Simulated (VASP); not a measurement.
Set up this calculation in VASP 6.6.1, as the native input.

| Item | Value |
| --- | --- |
| Task | single point |
| Functional | PBEsol |
| Potentials or basis | VASP PAW PBE potentials, release 64 (Cd) |
| Cutoff | 520 eV |
| k mesh | 17 × 17 × 17 |
| Occupations | fermi-dirac, width 0.08 eV |
| Spin | no spin polarisation |
| Dipole correction | no |
| Further INCAR settings | ALGO = Normal; EDIFF = 1e-06; NBANDS = 12 |

The structure of Cd lies in POSCAR:

```
Cd
1.0
    0.0000000000      2.1881116267      2.1881116267
    2.1881116267      0.0000000000      2.1881116267
    2.1881116267      2.1881116267      0.0000000000
Cd
1
Direct
    0.0000000000      0.0000000000      0.0000000000
```

This isn't the form of Cd at room conditions, which is hcp.

One way to write it, as run:

INCAR

```
PREC = Accurate
ENCUT = 520
EDIFF = 1E-6
ISMEAR = -1
SIGMA = 0.08
LREAL = False
LASPH = True
NELM = 60
ALGO = Normal
ISIF = 2
LWAVE = False
LCHARG = True
GGA = PS
LELF = True
LVHAR = True
NBANDS = 12
```

KPOINTS

```
Automatic mesh
0
Gamma
  17 17 17
```

Potentials or basis: VASP PAW PBE potentials, release 64 (Cd).

The run is started by

```sh
$ cat potpaw_PBE.64/Cd/POTCAR > POTCAR
$ mpirun -np 1 vasp_std > vasp.out
```

Results of the run:

```json
{"Pressure": "0.4 GPa", "Band gap on the k mesh": "zero (bands 6 and 7 overlap by 2.42 eV)"}
```

Caveat: the PAW data sets were made with another functional, which shifts forces and pressure a little.

Wall time 13 s on 1 thread of Intel(R) Xeon(R) Platinum 8488C (Sapphire Rapids) (shared host), peak memory 0.16 GiB.
